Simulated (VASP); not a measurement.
Input of a VASP 6.6.1 run:

POSCAR

```
BN
1.0
    0.0000000000      1.7451220627      1.7451220627
    1.7451220627      0.0000000000      1.7451220627
    1.7451220627      1.7451220627      0.0000000000
B N
1 1
Direct
    0.0000000000      0.0000000000      0.0000000000
    0.2500000000      0.2500000000      0.2500000000
```

Contents of INCAR.step1:

```
SYSTEM = BN
PREC = Accurate
ENCUT = 520
ISMEAR = 0
SIGMA = 0.01
LREAL = .FALSE.
LASPH = .TRUE.
NELM = 100
NBANDS = 11
GGA = PE
ALGO = Normal
EDIFF = 1E-4
LWAVE = .TRUE.
LCHARG = .FALSE.
```

File INCAR.step2:

```
SYSTEM = BN
PREC = Accurate
ENCUT = 520
EDIFF = 1E-6
ISMEAR = 0
SIGMA = 0.01
LREAL = .FALSE.
LASPH = .TRUE.
NELM = 100
ALGO = Normal
ISIF = 2
LWAVE = .FALSE.
LCHARG = .FALSE.
METAGGA = R2SCAN
LMIXTAU = .TRUE.
NBANDS = 11
ISTART = 1
```

The input KPOINTS:

```
regular mesh
0
G
  10 10 10
  0 0 0
```

Potentials or basis: VASP PAW PBE potentials, release 64 (B, N).

Launch:

```console
$ cat potpaw_PBE.64/B/POTCAR potpaw_PBE.64/N/POTCAR > POTCAR
$ cp INCAR.step1 INCAR
$ mpirun -np 1 vasp_std > vasp.out
$ cp INCAR.step2 INCAR
$ mpirun -np 1 vasp_std > vasp.out
```

**Question.** What does it give for the band gap on the k mesh?

**Answer.** 5.10 eV, indirect (least direct gap 10.04 eV).

**Question.** Predict the pressure.

**Answer.** 49.0 GPa.

Caveat: the PAW data sets were made with another functional, which shifts forces and pressure a little. r2SCAN opens gaps a little over a GGA but as a rule still falls short of measured ones.
